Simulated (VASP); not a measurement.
# Si (a cell with a defect) in VASP: single point with PBEsol

Aim: the single point of Si (a cell with a defect) with PBEsol.

All numbers are computed with VASP 6.6.1; they aren't measurements. Logs are shortened: lines on timing, memory, paths and dates and some standing lists are left out, and cuts for length are marked.

## (1) The cell of the first run

The cell holds a defect, 31 atoms: a = 9.412 Å, b = 9.412 Å, c = 9.412 Å, α = 109.47°, β = 109.47°, γ = 109.47°.

## (2) Single point, PBEsol

Contents of INCAR:

```
PREC     = Accurate       # precision mode
ENCUT    = 520            # plane-wave cutoff, eV
EDIFF    = 1E-7           # SCF threshold, eV
ISMEAR   = 0              # smearing method
SIGMA    = 0.02           # smearing width, eV
LREAL    = Auto         
LASPH    = T              # aspherical terms in the spheres
NELM     = 80             # most SCF steps
ALGO     = Normal         # electronic algorithm
ISIF     = 2              # what is computed and relaxed
LWAVE    = F              # write WAVECAR
LCHARG   = F              # write CHGCAR
GGA      = PS             # functional
NBANDS   = 83             # bands
NELECT   = 126.0
```

Contents of KPOINTS:

```
Automatic mesh
0
Gamma
  2 2 2
  0.5 0.5 0.5
```

Contents of POSCAR:

```
Si
1.0
   -5.4338342764      5.4338342764     -5.4338342764
    5.4338342764     -5.4338342764     -5.4338342764
   -5.4338342764     -5.4338342764      5.4338342764
Si
31
Direct
    0.5000280395     -0.0000118701      0.0815946857
    0.2541419060      1.0000018815      0.4906221582
    0.9984183772      1.0000000411      0.7523040439
    0.7444236968      0.7486307629      0.2498187157
    0.7341247997      0.9999972807      1.0107323339
    0.4999955578      0.7541578914      0.4905935412
    0.2658918043      0.7658824852      0.7766347454
    0.0015818480      0.5015818226      0.2538837090
    1.0042152967      0.7555749386      1.0054050643
    0.7513734855      0.4958140722      0.5012006921
    0.4999999746      0.4984180345      0.7523010074
    0.2486377816      0.2444311756      0.2498320580
    0.2555615297      0.5041859690      0.0053847796
    0.9957842335      0.2513646774      0.5011854174
    0.7458424924      0.2458487749      0.7364488493
    0.5000065997      0.2341104707      0.0107567690
    0.7237633317      0.2237901338      0.4627655854
    0.4999992384      0.2440307217      0.7547853489
    0.2518112313      0.2511212029      0.0025257487
    0.0009075544     -0.0000004601      0.4984099371
   -0.0006807348      0.2481905836      0.2507121916
    0.7440298681      0.0000003681      0.7547670377
    0.2559687928      0.7559698716      0.5107494743
    0.2762289801      0.0000078214      0.2390302931
    0.0006910406      0.7488792983      0.7514044029
    0.7511324955      0.7518079853      0.0025207799
    0.5000014468      0.5009282325      0.4984084649
    0.4999810193      0.7762128518      0.2389636735
    0.2488666255      0.5006731640      0.7513887602
   -0.0009207127      0.4990773296     -0.0025132345
    0.7481924905      0.4993225524      0.2507161482
```

Potentials or basis: VASP PAW PBE potentials, release 64 (Si).

The run is started by

```bash
cat potpaw_PBE.64/Si/POTCAR > POTCAR
mpirun -np 1 vasp_std > vasp.out
```

OUTCAR:

```text
PREC = Accurate
   ENCUT = 520
   EDIFF = 1E-7
   ISMEAR = 0
   LREAL = Auto
   LASPH = T
   NELM = 80
   ISIF = 2
   GGA = PS
   NELECT = 126.0

 ion  position               nearest neighbor table
   1  0.500  1.000  0.082-   5 2.51   7 2.51  16 2.51  28 2.95  17 2.95  24 2.95
   2  0.254  0.000  0.491-  23 2.37  18 2.37  20 2.41  24 2.45
   3  0.998  0.000  0.752-  25 2.37  19 2.37  20 2.40  22 2.40
   4  0.744  0.749  0.250-  26 2.36  31 2.36  28 2.37  20 2.37
   5  0.734  1.000  0.011-  26 2.37  21 2.37  22 2.44   1 2.51
   6  0.500  0.754  0.491-  22 2.37  23 2.37  27 2.41  28 2.45
   7  0.266  0.766  0.777-  29 2.37  25 2.37  23 2.44   1 2.51
[... 22 lines left out ...]
  30  0.999  0.499  0.997-   9 2.37  13 2.37   8 2.40  15 2.41
  31  0.748  0.499  0.251-  10 2.36   4 2.36   8 2.37  16 2.37

  LATTYP: Found a body centered cubic cell.
 ALAT       =    10.8676685528

  Lattice vectors:

 A1 = (  -5.4338342764,   5.4338342764,  -5.4338342764)
 A2 = (   5.4338342764,  -5.4338342764,  -5.4338342764)
 A3 = (  -5.4338342764,  -5.4338342764,   5.4338342764)

Analysis of symmetry for initial positions (statically):
=====================================================================
 Subroutine PRICEL returns:
 Original cell was already a primitive cell.

 Routine SETGRP: Setting up the symmetry group for a
 body centered cubic supercell.

 Subroutine GETGRP returns: Found  1 space group operations
 (whereof  1 operations were pure point group operations)
 out of a pool of 48 trial point group operations.

The static configuration has the point symmetry C_1 .

Analysis of symmetry for dynamics (positions and initial velocities):
=====================================================================
 Subroutine PRICEL returns:
 Original cell was already a primitive cell.

 Routine SETGRP: Setting up the symmetry group for a
 body centered cubic supercell.

 Subroutine GETGRP returns: Found  1 space group operations
 (whereof  1 operations were pure point group operations)
 out of a pool of 48 trial point group operations.

The dynamic configuration has the point symmetry C_1 .

 Subroutine INISYM returns: Found  1 space group operations
 (whereof  1 operations are pure point group operations),
 and found     1 'primitive' translations

----------------------------------------------------------------------------------------

                                     Primitive cell

  volume of cell :     641.7696

  direct lattice vectors                    reciprocal lattice vectors
    -5.433834276  5.433834276 -5.433834276    -0.092016056  0.000000000 -0.092016056
     5.433834276 -5.433834276 -5.433834276     0.000000000 -0.092016056 -0.092016056
    -5.433834276 -5.433834276  5.433834276    -0.092016056 -0.092016056  0.000000000

  length of vectors
     9.411677047  9.411677047  9.411677047     0.130130355  0.130130355  0.130130355

  position of ions in fractional coordinates (direct lattice)
     0.500028040  0.999988130  0.081594686
     0.254141906  0.000001881  0.490622158
     0.998418377  0.000000041  0.752304044
     0.744423697  0.748630763  0.249818716
     0.734124800  0.999997281  0.010732334
     0.499995558  0.754157891  0.490593541
[... 23 lines left out ...]
     0.999079287  0.499077330  0.997486765
     0.748192491  0.499322552  0.250716148

  ion indices of the primitive-cell ions
   primitive index   ion index
                 1           1
                 2           2
                 3           3
                 4           4
                 5           5
                 6           6
[... 23 lines left out ...]
                30          30
                31          31

----------------------------------------------------------------------------------------

 KPOINTS: Automatic mesh

Automatic generation of k-mesh.
 Grid dimensions read from file:
 generate k-points for:    2    2    2

 Generating k-lattice:

  Cartesian coordinates                     Fractional coordinates (reciprocal lattice)
    -0.046008028  0.000000000 -0.046008028     0.500000000  0.000000000  0.000000000
     0.000000000 -0.046008028 -0.046008028     0.000000000  0.500000000  0.000000000
    -0.046008028 -0.046008028  0.000000000     0.000000000  0.000000000  0.500000000

  Length of vectors
     0.065065177  0.065065177  0.065065177

  Shift w.r.t. Gamma in fractional coordinates (k-lattice)
     0.500000000  0.500000000  0.500000000

 Subroutine IBZKPT returns following result:
 ===========================================

 Found      4 irreducible k-points:

 Following reciprocal coordinates:
            Coordinates               Weight
  0.250000  0.250000  0.250000      2.000000
 -0.250000  0.250000  0.250000      2.000000
  0.250000 -0.250000  0.250000      2.000000
  0.250000  0.250000 -0.250000      2.000000
   k-points           NKPTS =      4   k-points in BZ     NKDIM =      4   number of bands    NBANDS=     83
   number of dos      NEDOS =    301   number of ions     NIONS =     31
   total plane-waves  NPLWV = 343000
   dimension x,y,z NGX =    70 NGY =   70 NGZ =   70
   dimension x,y,z NGXF=   140 NGYF=  140 NGZF=  140
   ions per type =              31
   NGX,Y,Z   is equivalent  to a cutoff of  12.36, 12.36, 12.36 a.u.
   NGXF,Y,Z  is equivalent  to a cutoff of  24.73, 24.73, 24.73 a.u.
 SYSTEM =  unknown system
   PREC   = accura    normal or accurate (medium, high low for compatibility)
   ISTART =      0    job   : 0-new  1-cont  2-samecut
   ICHARG =      2    charge: 1-file 2-atom 10-const
   ISPIN  =      1    spin polarized calculation?
   LNONCOLLINEAR =      F non collinear calculations
   LSORBIT =      F    spin-orbit coupling
   LASPH  =      T    aspherical Exc in radial PAW
   ENCUT  =  520.0 eV  38.22 Ry    6.18 a.u.  17.50 17.50 17.50*2*pi/ulx,y,z
   NELM   =     80;   NELMIN=  2; NELMDL= -5     # of ELM steps
   EDIFF  = 0.1E-06   stopping-criterion for ELM
   LREAL  =      T    real-space projection
   EDIFFG = 0.1E-05   stopping-criterion for IOM
   NSW    =      0    number of steps for IOM
   IBRION =     -1    ionic relax: 0-MD 1-quasi-New 2-CG
   NFREE  =      0    steps in history (QN), initial steepest desc. (CG)
   ISIF   =      2    stress and relaxation
   ISYM   =      2    0-nonsym 1-usesym 2-fastsym
   POTIM  = 0.5000    time-step for ionic-motion
   TEBEG  =    0.0;   TEEND  =   0.0 temperature during run
   PSTRESS=    0.0 pullay stress
   NELECT =     126.0000    total number of electrons
   NUPDOWN=      -1.0000    fix difference up-down
   EMIN   =  10.00;   EMAX   =-10.00  energy-range for DOS
   EFERMI =   0.00;   METHOD = LEGACY
   ISMEAR =     0;   SIGMA  =   0.02  broadening in eV -4-tet -1-fermi 0-gaus
   EFERMI_NEDOS =   21; number of points for ismear=-14 and -15
   IALGO  =     38    algorithm
   IMIX   =      4    mixing-type and parameters
     AMIX     =   0.40;   BMIX     =  1.00
     AMIX_MAG =   1.60;   BMIX_MAG =  1.00
  volume/ion in A,a.u.               =      20.70       139.71
  Fermi-wavevector in a.u.,A,eV,Ry     =   0.951492  1.798060 12.317867  0.905338
  Thomas-Fermi vector in A             =   2.079967
   LORBIT       =      0    0 simple, 1 ext, 2 COOP (PROOUT), +10 PAW based schemes
   GGA     = PS    functional components
   LHFCALC =     F    Hartree Fock is set to
   AEXX    =    0.0000 exact exchange contribution
   IVDW    =     0    specifies the selected vdW correction
   LEPSILON=     F    determine dielectric tensor
   LRPA    =     F    only Hartree local field effects (RPA)
 non-spin polarized calculation
 Gauss-broadening in eV      SIGMA  =   0.02
  energy-cutoff  :      520.00
  volume of cell :      641.77
 maximum number of plane-waves:     17304
 NGX is ok and might be reduce to    70
   NGX = 35   NGY = 35   NGZ = 35

 number of electron     126.0000000 magnetization

 Free energy of the ion-electron system (eV)
  ---------------------------------------------------
  ext. energy  EPLUGINS =         0.00000000
  ---------------------------------------------------
  free energy    TOTEN  =      -162.84227341 eV

  energy without entropy =     -162.82992712  energy(sigma->0) =     -162.83610026

 E-fermi :   5.7522     XC(G=0):  -9.5211

 val. band max:        5.7485566484   @ k =   0.2500   0.2500   0.2500
 cond. band min:       5.7610159750   @ k =   0.2500  -0.2500   0.2500
 fundamental gap:      0.0124593266
 Fermi energy:         5.7522272591

 k-point     1 :       0.2500    0.2500    0.2500
  band No.  band energies     occupation
      1      -5.5777      2.00000
      2      -5.5777      2.00000
      3      -5.5439      2.00000
      4      -5.3699      2.00000
      5      -3.7430      2.00000
      6      -3.7430      2.00000
[... 67 lines left out ...]
     74       7.0835      0.00000
     75       7.0835      0.00000

 k-point     2 :      -0.2500    0.2500    0.2500
  band No.  band energies     occupation
      1      -6.0499      2.00000
      2      -5.0644      2.00000
      3      -5.0297      2.00000
      4      -4.9872      2.00000
      5      -4.9082      2.00000
      6      -4.1952      2.00000
[... 67 lines left out ...]
     74       7.8558      0.00000
     75       7.9398      0.00000

 k-point     3 :       0.2500   -0.2500    0.2500
  band No.  band energies     occupation
      1      -6.0499      2.00000
      2      -5.0645      2.00000
      3      -5.0297      2.00000
      4      -4.9873      2.00000
      5      -4.9082      2.00000
      6      -4.1952      2.00000
[... 67 lines left out ...]
     74       7.8558      0.00000
     75       7.9398      0.00000

 k-point     4 :       0.2500    0.2500   -0.2500
  band No.  band energies     occupation
      1      -6.0499      2.00000
      2      -5.0645      2.00000
      3      -5.0297      2.00000
      4      -4.9872      2.00000
      5      -4.9082      2.00000
      6      -4.1952      2.00000
[... 67 lines left out ...]
     74       7.8558      0.00000
     75       7.9398      0.00000
 [bands above 75 left out]

------------------------ aborting loop because EDIFF is reached ----------------------------------------

  FORCE on cell =-STRESS in cart. coord.  units (eV):
  Direction    XX          YY          ZZ          XY          YZ          ZX
  --------------------------------------------------------------------------------------
  -------------------------------------------------------------------------------------
  Total        6.2638628      6.3031237      6.2913420     -4.8634161      4.8611528      4.8654179
  in kB       15.6377282     15.7357429     15.7063301    -12.1415143     12.1358639     12.1465117
  external PRESSURE =      15.6932671 kB  Pullay stress =       0.0000000 kB

 VOLUME and BASIS-vectors are now :
 -----------------------------------------------------------------------------
  energy-cutoff  :      520.00
  volume of cell :      641.77
      direct lattice vectors                 reciprocal lattice vectors
    -5.433834276  5.433834276 -5.433834276    -0.092016056  0.000000000 -0.092016056
     5.433834276 -5.433834276 -5.433834276     0.000000000 -0.092016056 -0.092016056
    -5.433834276 -5.433834276  5.433834276    -0.092016056 -0.092016056  0.000000000

 POSITION                                       TOTAL-FORCE (eV/Angst)
 -----------------------------------------------------------------------------------
      2.27333     -3.16007     -7.70747        -0.049082     -0.046468      0.047099
     -4.04691     -1.28500      1.28498        -0.002543      0.000373     -0.000333
     -9.51314      1.33734     -1.33734         0.006631      0.010632     -0.010615
     -1.33461     -1.38033     -6.75554        -0.007566     -0.002817     -0.004320
      1.38639     -1.50302     -9.36461        -0.008687      0.012539     -0.012448
     -1.28473     -4.04688     -4.14906         0.000690     -0.003639     -0.000719
[... 23 lines left out ...]
     -8.13711     -2.70325     -2.72056         0.004351      0.004258     -0.001090
     -2.71467     -0.01003     -5.41644         0.006862     -0.007001      0.000476
 -----------------------------------------------------------------------------------
    total drift:                               -0.012990     -0.012881      0.012451

  FREE ENERGIE OF THE ION-ELECTRON SYSTEM (eV)
  ---------------------------------------------------
  free  energy   TOTEN  =      -162.8422734056 eV

  energy  without entropy=     -162.8299271195  energy(sigma->0) =     -162.83610026
```

Run time: 5.3 min. Hardware: 1 thread of Oxide Virtual Turin-like, shared host; peak memory 0.65 GiB.

Results:

```
Free energy   : -162.8423 eV
Largest force : 0.082 eV/Å
```

Forces in eV/Å, atoms in the order of the input:
```
Si  -0.049 -0.046  0.047
Si  -0.003  0.000  0.000
Si   0.007  0.011 -0.011
Si  -0.008 -0.003 -0.004
Si  -0.009  0.013 -0.012
Si   0.001 -0.004 -0.001
Si   0.012  0.012  0.009
Si   0.011  0.011 -0.006
Si  -0.003  0.004  0.007
Si   0.004 -0.007  0.003
Si   0.011  0.006 -0.011
Si  -0.003 -0.007 -0.004
Si   0.004 -0.003  0.008
Si  -0.008  0.004  0.003
Si   0.001  0.000  0.003
Si   0.012 -0.010 -0.012
Si   0.009  0.007 -0.016
Si  -0.007 -0.005  0.007
Si   0.000 -0.007 -0.007
Si   0.001  0.004 -0.004
Si  -0.007  0.007  0.001
Si  -0.006 -0.007  0.007
Si  -0.007 -0.007  0.005
Si   0.014  0.006 -0.007
Si   0.000  0.007  0.007
Si  -0.007 -0.001 -0.007
Si   0.004  0.001 -0.004
Si   0.009  0.016 -0.008
Si   0.007 -0.001  0.007
Si   0.004  0.004 -0.001
Si   0.007 -0.007  0.000
```

Caveat: the cell carries a net charge on a neutralising background, which shifts energy and pressure; the cell is charged against a uniform background, so pressure and absolute levels hang on convention; the PAW data sets were made with another functional, which shifts forces and pressure a little.
